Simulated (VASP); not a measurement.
# SrCl2 (Fm-3m) in VASP: settings compared

The runs below take SrCl2 through single point, with r2SCAN, HSE06.

All numbers are computed with VASP 6.6.1; they aren't measurements. Logs are shortened: lines on timing, memory, paths and dates and some standing lists are left out, and cuts for length are marked.

### Step 1. The cell of the first run

The structure is cubic, space group Fm-3m (No. 225). Conventional cell: a = 6.995 Å, b = 6.995 Å, c = 6.995 Å, α = 90.00°, β = 90.00°, γ = 90.00°. Within 4.0 Å of Sr (site symmetry m-3m) lie 8 Cl at 3.03 Å. Within 4.0 Å of Cl (site symmetry -43m) lie 4 Sr at 3.03 Å and 6 Cl at 3.50 Å.

### Step 2. Single point, r2SCAN

POSCAR

```
SrCl2
1.0
    0.0000000000      3.4976509443      3.4976509443
    3.4976509443      0.0000000000      3.4976509443
    3.4976509443      3.4976509443      0.0000000000
Sr Cl
1 2
Direct
    0.0000000000      0.0000000000      0.0000000000
    0.2500000000      0.2500000000      0.2500000000
    0.7500000000      0.7500000000      0.7500000000
```

INCAR.step1

```
SYSTEM = SrCl2
PREC     = Accurate       ! precision mode
ENCUT    = 550            ! plane-wave cutoff, eV
ISMEAR   = 1              ! smearing method
SIGMA    = 0.2            ! smearing width, eV
LREAL    = .FALSE.        ! projectors in reciprocal space
LASPH    = .TRUE.         ! aspherical terms in the spheres
NELM     = 120            ! most SCF steps
NBANDS   = 19             ! bands
GGA      = PE             ! functional
ALGO     = Normal         ! electronic algorithm
EDIFF    = 1E-5           ! SCF threshold, eV
LWAVE    = .TRUE.         ! write WAVECAR
LCHARG   = .FALSE.        ! write CHGCAR
GGA_COMPAT= .FALSE.
```

INCAR.step2

```
SYSTEM = SrCl2
PREC     = Accurate       ! precision mode
ENCUT    = 550            ! plane-wave cutoff, eV
EDIFF    = 1E-6           ! SCF threshold, eV
ISMEAR   = 1              ! smearing method
SIGMA    = 0.2            ! smearing width, eV
LREAL    = .FALSE.        ! projectors in reciprocal space
LASPH    = .TRUE.         ! aspherical terms in the spheres
NELM     = 120            ! most SCF steps
ALGO     = Normal         ! electronic algorithm
ISIF     = 2              ! what is computed and relaxed
LWAVE    = .FALSE.        ! write WAVECAR
LCHARG   = .TRUE.         ! write CHGCAR
METAGGA  = R2SCAN         ! meta-GGA
LMIXTAU  = .TRUE.       
LELF     = .TRUE.         ! ELF
LVHAR    = .TRUE.       
NBANDS   = 19             ! bands
ISTART   = 1            
GGA_COMPAT= .FALSE.
```

KPOINTS

```
regular mesh
0
G
  4 4 4
  0 0 0
```

Potentials or basis: VASP PAW PBE potentials, release 64 (Sr_sv, Cl).

Run with:

```bash
> cat potpaw_PBE.64/Sr_sv/POTCAR potpaw_PBE.64/Cl/POTCAR > POTCAR
> cp INCAR.step1 INCAR
> mpirun -np 1 vasp_std > vasp.out
> cp INCAR.step2 INCAR
> mpirun -np 1 vasp_std > vasp.out
```

OUTCAR:

```text
SYSTEM = SrCl2
   PREC = Accurate
   ENCUT = 550
   EDIFF = 1E-6
   ISMEAR = 1
   LREAL = .FALSE.
   LASPH = .TRUE.
   NELM = 120
   ISIF = 2
   METAGGA = R2SCAN
   ISTART = 1

 ion  position               nearest neighbor table
   1  0.000  0.000  0.000-   3 3.03   3 3.03   3 3.03   2 3.03   3 3.03   2 3.03   2 3.03   2 3.03

   2  0.250  0.250  0.250-   1 3.03   1 3.03   1 3.03   1 3.03
   3  0.750  0.750  0.750-   1 3.03   1 3.03   1 3.03   1 3.03

  LATTYP: Found a face centered cubic cell.
 ALAT       =     6.9953018886

  Lattice vectors:

 A1 = (   0.0000000000,   3.4976509443,   3.4976509443)
 A2 = (   3.4976509443,   0.0000000000,   3.4976509443)
 A3 = (   3.4976509443,   3.4976509443,   0.0000000000)

Analysis of symmetry for initial positions (statically):
=====================================================================
 Subroutine PRICEL returns:
 Original cell was already a primitive cell.

 Routine SETGRP: Setting up the symmetry group for a
 face centered cubic supercell.

 Subroutine GETGRP returns: Found 48 space group operations
 (whereof 48 operations were pure point group operations)
 out of a pool of 48 trial point group operations.

The static configuration has the point symmetry O_h .

Analysis of symmetry for dynamics (positions and initial velocities):
=====================================================================
 Subroutine PRICEL returns:
 Original cell was already a primitive cell.

 Routine SETGRP: Setting up the symmetry group for a
 face centered cubic supercell.

 Subroutine GETGRP returns: Found 48 space group operations
 (whereof 48 operations were pure point group operations)
 out of a pool of 48 trial point group operations.

The dynamic configuration has the point symmetry O_h .

 Subroutine INISYM returns: Found 48 space group operations
 (whereof 48 operations are pure point group operations),
 and found     1 'primitive' translations

----------------------------------------------------------------------------------------

                                     Primitive cell

  volume of cell :      85.5775

  direct lattice vectors                    reciprocal lattice vectors
     0.000000000  3.497650944  3.497650944    -0.142953087  0.142953087  0.142953087
     3.497650944  0.000000000  3.497650944     0.142953087 -0.142953087  0.142953087
     3.497650944  3.497650944  0.000000000     0.142953087  0.142953087 -0.142953087

  length of vectors
     4.946425402  4.946425402  4.946425402     0.247602010  0.247602010  0.247602010

  position of ions in fractional coordinates (direct lattice)
     0.000000000  0.000000000  0.000000000
     0.250000000  0.250000000  0.250000000
     0.750000000  0.750000000  0.750000000

  ion indices of the primitive-cell ions
   primitive index   ion index
                 1           1
                 2           2
                 3           3

----------------------------------------------------------------------------------------

 KPOINTS: regular mesh

Automatic generation of k-mesh.
 Grid dimensions read from file:
 generate k-points for:    4    4    4

 Generating k-lattice:

  Cartesian coordinates                     Fractional coordinates (reciprocal lattice)
    -0.035738272  0.035738272  0.035738272     0.250000000  0.000000000  0.000000000
     0.035738272 -0.035738272  0.035738272     0.000000000  0.250000000  0.000000000
     0.035738272  0.035738272 -0.035738272     0.000000000  0.000000000  0.250000000

  Length of vectors
     0.061900502  0.061900502  0.061900502

  Shift w.r.t. Gamma in fractional coordinates (k-lattice)
     0.000000000  0.000000000  0.000000000

 Subroutine IBZKPT returns following result:
 ===========================================

 Found      8 irreducible k-points:

 Following reciprocal coordinates:
            Coordinates               Weight
  0.000000  0.000000  0.000000      1.000000
  0.250000  0.000000  0.000000      8.000000
  0.500000  0.000000  0.000000      4.000000
  0.250000  0.250000  0.000000      6.000000
  0.500000  0.250000  0.000000     24.000000
 -0.250000  0.250000  0.000000     12.000000
  0.500000  0.500000  0.000000      3.000000
 -0.250000  0.500000  0.250000      6.000000
   k-points           NKPTS =      8   k-points in BZ     NKDIM =      8   number of bands    NBANDS=     19
   number of dos      NEDOS =    301   number of ions     NIONS =      3
   total plane-waves  NPLWV =  64000
   dimension x,y,z NGX =    40 NGY =   40 NGZ =   40
   dimension x,y,z NGXF=    80 NGYF=   80 NGZF=   80
   ions per type =               1   2
   NGX,Y,Z   is equivalent  to a cutoff of  13.44, 13.44, 13.44 a.u.
   NGXF,Y,Z  is equivalent  to a cutoff of  26.89, 26.89, 26.89 a.u.
 SYSTEM =  SrCl2
   PREC   = accura    normal or accurate (medium, high low for compatibility)
   ISTART =      1    job   : 0-new  1-cont  2-samecut
   ICHARG =      0    charge: 1-file 2-atom 10-const
   ISPIN  =      1    spin polarized calculation?
   LNONCOLLINEAR =      F non collinear calculations
   LSORBIT =      F    spin-orbit coupling
   LASPH  =      T    aspherical Exc in radial PAW
   ENCUT  =  550.0 eV  40.42 Ry    6.36 a.u.   9.46  9.46  9.46*2*pi/ulx,y,z
   NELM   =    120;   NELMIN=  2; NELMDL=  0     # of ELM steps
   EDIFF  = 0.1E-05   stopping-criterion for ELM
   LREAL  =      F    real-space projection
[... 7 lines left out ...]
   TEBEG  =    0.0;   TEEND  =   0.0 temperature during run
   PSTRESS=    0.0 pullay stress
   NELECT =      24.0000    total number of electrons
   NUPDOWN=      -1.0000    fix difference up-down
   EMIN   =  10.00;   EMAX   =-10.00  energy-range for DOS
   EFERMI =   0.00;   METHOD = LEGACY
   ISMEAR =     1;   SIGMA  =   0.20  broadening in eV -4-tet -1-fermi 0-gaus
   EFERMI_NEDOS =   21; number of points for ismear=-14 and -15
   IALGO  =     38    algorithm
   IMIX   =      4    mixing-type and parameters
     AMIX     =   0.40;   BMIX     =  1.00
     AMIX_MAG =   1.60;   BMIX_MAG =  1.00
  volume/ion in A,a.u.               =      28.53       192.50
  Fermi-wavevector in a.u.,A,eV,Ry     =   1.071582  2.024997 15.623409  1.148288
  Thomas-Fermi vector in A             =   2.207327
   LORBIT       =      0    0 simple, 1 ext, 2 COOP (PROOUT), +10 PAW based schemes
   METAGGA = R2SCAN    functional components
   LHFCALC =     F    Hartree Fock is set to
   AEXX    =    0.0000 exact exchange contribution
   IVDW    =     0    specifies the selected vdW correction
   LEPSILON=     F    determine dielectric tensor
   LRPA    =     F    only Hartree local field effects (RPA)
 non-spin polarized calculation
 Methfessel and Paxton  Order N= 1 SIGMA  =   0.20
  energy-cutoff  :      550.00
  volume of cell :       85.58
 maximum number of plane-waves:      2525
 NGX is ok and might be reduce to    40
   NGX = 19   NGY = 19   NGZ = 19

 number of electron      24.0000002 magnetization

 Free energy of the ion-electron system (eV)
  ---------------------------------------------------
  ext. energy  EPLUGINS =         0.00000000
  ---------------------------------------------------
  free energy    TOTEN  =       -35.69629199 eV

  energy without entropy =      -35.70131616  energy(sigma->0) =      -35.69796671

 E-fermi :  -0.1817     XC(G=0):  -8.7308

 val. band max:       -0.2739914386   @ k =   0.5000   0.5000   0.0000
 cond. band min:       5.6637400542   @ k =   0.0000   0.0000   0.0000
 fundamental gap:      5.9377314928
 Fermi energy:        -0.1816564010

 k-point     1 :       0.0000    0.0000    0.0000
  band No.  band energies     occupation
      1     -34.2490      2.00000
      2     -15.6157      2.00000
      3     -15.6157      2.00000
      4     -15.6157      2.00000
      5     -14.1360      2.00000
      6     -13.2776      2.00000
[... 11 lines left out ...]
     18       9.3376      0.00000
     19       9.7475      0.00000

 k-point     2 :       0.2500    0.0000    0.0000
  band No.  band energies     occupation
      1     -34.2475      2.00000
      2     -15.7867      2.00000
      3     -15.6223      2.00000
      4     -15.6223      2.00000
      5     -13.8518      2.00000
      6     -13.3771      2.00000
[... 11 lines left out ...]
     18       9.0256      0.00000
     19       9.9827      0.00000

 k-point     3 :       0.5000    0.0000    0.0000
  band No.  band energies     occupation
      1     -34.2459      2.00000
      2     -15.9124      2.00000
      3     -15.6289      2.00000
      4     -15.6289      2.00000
      5     -13.7335      2.00000
      6     -13.3443      2.00000
[... 11 lines left out ...]
     18       9.0343      0.00000
     19       9.3294      0.00000

 k-point     4 :       0.2500    0.2500    0.0000
  band No.  band energies     occupation
      1     -34.2469      2.00000
      2     -15.8270      2.00000
      3     -15.6314      2.00000
      4     -15.6314      2.00000
      5     -13.7285      2.00000
      6     -13.4360      2.00000
[... 11 lines left out ...]
     18       8.9098      0.00000
     19       9.5103      0.00000

 k-point     5 :       0.5000    0.2500    0.0000
  band No.  band energies     occupation
      1     -34.2454      2.00000
      2     -15.8911      2.00000
      3     -15.7094      2.00000
      4     -15.6380      2.00000
      5     -13.5657      2.00000
      6     -13.4288      2.00000
[... 11 lines left out ...]
     18       9.3528      0.00000
     19      10.0543      0.00000

 k-point     6 :      -0.2500    0.2500    0.0000
  band No.  band energies     occupation
      1     -34.2459      2.00000
      2     -15.8348      2.00000
      3     -15.7292      2.00000
      4     -15.6289      2.00000
      5     -13.6007      2.00000
      6     -13.4496      2.00000
[... 11 lines left out ...]
     18       9.0381      0.00000
     19      10.1780      0.00000

 k-point     7 :       0.5000    0.5000    0.0000
  band No.  band energies     occupation
      1     -34.2448      2.00000
      2     -15.9794      2.00000
      3     -15.6471      2.00000
      4     -15.6471      2.00000
      5     -13.5840      2.00000
      6     -13.3615      2.00000
[... 11 lines left out ...]
     18       9.1039      0.00000
     19      10.4684      0.00000

 k-point     8 :      -0.2500    0.5000    0.2500
  band No.  band energies     occupation
      1     -34.2448      2.00000
      2     -15.8235      2.00000
      3     -15.8235      2.00000
      4     -15.6474      2.00000
      5     -13.4628      2.00000
      6     -13.4628      2.00000
[... 11 lines left out ...]
     18      10.0460      0.00000
     19      10.7797      0.00000

------------------------ aborting loop because EDIFF is reached ----------------------------------------

  FORCE on cell =-STRESS in cart. coord.  units (eV):
  Direction    XX          YY          ZZ          XY          YZ          ZX
  --------------------------------------------------------------------------------------
  -------------------------------------------------------------------------------------
  Total        0.0204302      0.0204302      0.0204302      0.0000000      0.0000000     -0.0000000
  in kB        0.3824939      0.3824939      0.3824939      0.0000000      0.0000000     -0.0000000
  external PRESSURE =       0.3824939 kB  Pullay stress =       0.0000000 kB

 VOLUME and BASIS-vectors are now :
 -----------------------------------------------------------------------------
  energy-cutoff  :      550.00
  volume of cell :       85.58
      direct lattice vectors                 reciprocal lattice vectors
     0.000000000  3.497650944  3.497650944    -0.142953087  0.142953087  0.142953087
     3.497650944  0.000000000  3.497650944     0.142953087 -0.142953087  0.142953087
     3.497650944  3.497650944  0.000000000     0.142953087  0.142953087 -0.142953087

 POSITION                                       TOTAL-FORCE (eV/Angst)
 -----------------------------------------------------------------------------------
      0.00000      0.00000      0.00000        -0.000000     -0.000000      0.000000
      1.74883      1.74883      1.74883         0.000000     -0.000000      0.000000
      5.24648      5.24648      5.24648        -0.000000      0.000000     -0.000000
 -----------------------------------------------------------------------------------
    total drift:                               -0.000000     -0.000000      0.000000

  FREE ENERGIE OF THE ION-ELECTRON SYSTEM (eV)
  ---------------------------------------------------
  free  energy   TOTEN  =       -35.6962919911 eV

  energy  without entropy=      -35.7013161614  energy(sigma->0) =      -35.69796671
```

It took 2.3 min on 1 thread of Intel Xeon 8259CL, shared host; peak memory 0.26 GiB.

Results:

| Quantity | Value |
| --- | --- |
| Free energy | -35.6963 eV |
| Pressure | 0.0 GPa |
| Band gap on the k mesh | 5.94 eV (least direct gap 5.99 eV) |

Caveat: the PAW data sets were made with another functional, which shifts forces and pressure a little.

### Step 3. Single point, HSE06

POSCAR is that of step 2.

INCAR.step1

```
PREC = Accurate ; ENCUT = 400
EDIFF = 1E-5 ; ISMEAR = 0
SIGMA = 0.01 ; LREAL = False
LASPH = True ; NELM = 120
ALGO = Normal ; ISIF = 2
LWAVE = True ; LCHARG = False
GGA = PE ; NBANDS = 19
GGA_COMPAT = False
```

INCAR.step2

```
PREC = Accurate ; ENCUT = 400
EDIFF = 1E-6 ; ISMEAR = 0
SIGMA = 0.01 ; LREAL = False
LASPH = True ; NELM = 120
ALGO = Normal ; ISIF = 2
LWAVE = False ; LCHARG = False
GGA = PE ; LHFCALC = True
HFSCREEN = 0.2079 ; PRECFOCK = Normal
ISTART = 1 ; NBANDS = 19
GGA_COMPAT = False
```

KPOINTS

```
regular mesh
0
Gamma
  2 2 2
```

Potentials or basis: VASP PAW PBE potentials, release 64 (Sr_sv, Cl).

Run with:

```bash
> cat potpaw_PBE.64/Sr_sv/POTCAR potpaw_PBE.64/Cl/POTCAR > POTCAR
> cp INCAR.step1 INCAR
> mpirun -np 1 vasp_std > vasp.out
> cp INCAR.step2 INCAR
> mpirun -np 1 vasp_std > vasp.out
```

Run time: 2.2 min. Hardware: 1 thread of Intel Xeon 8259CL, shared host; peak memory 0.29 GiB.

It converged, with:

* Free energy: -14.8170 eV
* Pressure: 0.2 GPa
* Band gap on the k mesh: 6.60 eV (least direct gap 6.82 eV)

Levels at points of the mesh, in eV from the valence-band top:
```tsv
k point	band 8	band 9	band 10	band 11	band 12	band 13	band 14	band 15	band 16	band 17
(0.00, 0.00, 0.00)	-2.24	-2.24	-0.37	-0.37	-0.37	6.60	7.53	7.53	10.36	10.36
(0.50, 0.00, 0.00)	-1.63	-1.57	-1.39	-1.13	-1.13	8.19	8.19	9.06	9.10	10.22
(0.50, 0.50, 0.00)	-2.02	-2.02	-0.41	-0.41	0.00	6.82	8.54	9.17	9.58	9.58
```

Caveat: the k points lie up to 0.78 Å⁻¹ apart; the PAW data sets were made with another functional, which shifts forces and pressure a little.
